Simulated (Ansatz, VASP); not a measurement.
## MnS: VASP beside Ansatz

The input INCAR:

```
PREC = Accurate
ENCUT = 600
EDIFF = 1E-6
ISMEAR = 0
SIGMA = 0.2
LREAL = False
LASPH = True
NELM = 150
ALGO = Normal
ISIF = 3
LWAVE = False
LCHARG = False
ISPIN = 2
MAGMOM = 4.42 0.14
LORBIT = 11
LMAXMIX = 4
GGA = PE
IBRION = 2
NSW = 80
EDIFFG = -0.001
```

Contents of KPOINTS:

```
regular mesh
0
Gamma
  14 14 14
```

POSCAR

```
MnS
1.0
    0.0000000000      2.5476020649      2.5476020649
    2.5476020649      0.0000000000      2.5476020649
    2.5476020649      2.5476020649      0.0000000000
Mn S
1 1
Direct
    0.0000000000      0.0000000000      0.0000000000
    0.5000000000      0.5000000000      0.5000000000
```

Input for Ansatz:

```yaml
crystal:
  lattice:
    - [0.0, 2.5476020649, 2.5476020649]
    - [2.5476020649, 0.0, 2.5476020649]
    - [2.5476020649, 2.5476020649, 0.0]
  atoms:
    - { symbol: Mn, position: [0.0, 0.0, 0.0], spin: 4.42 }
    - { symbol: S, position: [0.5, 0.5, 0.5], spin: 0.14 }
basis:
  ecutwfc: 420
kpoints:
  mp_grid: { grid: [14, 14, 14] }
hamiltonian:
  xc: pbe
scf:
  occupations: { method: gaussian, width: 0.2 }
output:
  forces: true
  stress: true
  eigenvalues: true
  populations: true
  write_density: true
  write_potential: true
  elf: true
  volumetric_format: npy
magnetization:
  spin_polarized: true
relax:
  adjacent_minimum: "off"
  f_tol: 0.001
  max_steps: 60
  cell: { stress_tol: 0.01 }
```

Alike in both runs: task relaxation of cell and atoms; functional PBE; k mesh 14 × 14 × 14; occupations gaussian, width 0.2 eV; collinear spin.

|  | VASP | Ansatz |
| --- | --- | --- |
| version | VASP 6.6.1 | Ansatz 0.2.0 |
| potentials or method | VASP PAW PBE potentials, release 64 (Mn_pv, S), cutoff 600 eV | scalar-relativistic, plane waves, PAW |
| valence electrons in the cell | 19 | 21 |

VASP gave:

| Property | Result |
| --- | --- |
| gap on the k mesh at the Fermi level, each at its own relaxed structure (eV) | none |
| net moment per atom (μB) | 2.25 |
| size of the moment on the site where the two differ most (μB) | 4.10 |
| relaxed volume (Å³/atom) | 16.57 |
| relaxed length of the cell vector where the two differ most in proportion (Å) | 3.606 |

Problem. Estimate Ansatz's values.

Solution. gap on the k mesh at the Fermi level, each at its own relaxed structure (eV): none; net moment per atom (μB): 2.25; size of the moment on the site where the two differ most (μB): 4.02; relaxed volume (Å³/atom): 16.55; relaxed length of the cell vector where the two differ most in proportion (Å): 3.604.

Site moments also hang on the region over which each program counts them. A gap of «none» marks a metal or a gap that the smearing closes. VASP's potentials hold 19 valence electrons a cell and Ansatz's 21, so a difference there can come from the potentials and not from the codes.
